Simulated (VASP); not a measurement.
## MnSi (zincblende type): single point with LDA

MnSi (zincblende type):

```
CELL_PARAMETERS angstrom
0.00000 2.15022 2.15022
2.15022 0.00000 2.15022
2.15022 2.15022 0.00000
ATOMIC_POSITIONS crystal
Mn 0.00000 0.00000 0.00000
Si 0.25000 0.25000 0.25000
```

```
Program                : VASP 6.6.1
Task                   : single point
Functional             : LDA
Potentials or basis    : VASP PAW LDA potentials, release 64 (Mn_pv, Si)
Cutoff                 : 520 eV
k mesh                 : 14 × 14 × 14
Occupations            : fermi-dirac, width 0.1 eV
Spin                   : collinear spin, ferromagnetic start
Starting moments       : [3.0, 0.0] μB
Dipole correction      : no
Further INCAR settings : ALGO = Normal; EDIFF = 1e-06; NBANDS = 20
```

```json
{
  "Pressure": "152.6 GPa",
  "Net moment": "0.70 μB per cell",
  "Site moments": "Mn +0.70; Si -0.00 μB",
  "Valence electrons inside the program's atomic spheres": "Mn 13.17; Si 2.21"
}
```

Levels at points of the mesh, in eV from the Fermi level:
Spin up:
| k point | band 5 | band 6 | band 7 | band 8 | band 9 | band 10 | band 11 | band 12 | band 13 | band 14 |
| --- | --- | --- | --- | --- | --- | --- | --- | --- | --- | --- |
| (0.00, 0.00, 0.00) | -3.26 | -3.26 | -3.26 | -1.07 | -1.07 | 10.16 | 10.16 | 10.16 | 13.61 | 13.61 |
| (0.50, 0.00, 0.00) | -5.67 | -3.04 | -3.04 | -0.35 | -0.35 | 0.98 | 7.76 | 7.76 | 10.38 | 12.79 |
| (0.50, 0.50, 0.00) | -6.25 | -2.86 | -0.74 | -0.74 | 0.18 | 2.21 | 2.55 | 2.55 | 9.61 | 11.49 |
Spin down:
```
           k point  band 6  band 7  band 8  band 9  band 10  band 11
(0.00, 0.00, 0.00)   -2.88   -2.88   -0.54   -0.54    10.27    10.27
(0.50, 0.00, 0.00)   -2.65   -2.65    0.19    0.19     1.42     7.91
(0.50, 0.50, 0.00)   -2.66   -0.28   -0.28    0.78     2.62     2.72
```

Run time: 30 s on 1 thread of Intel(R) Xeon(R) 6975P-C (Granite Rapids), on a shared host, peak memory 0.18 GiB.
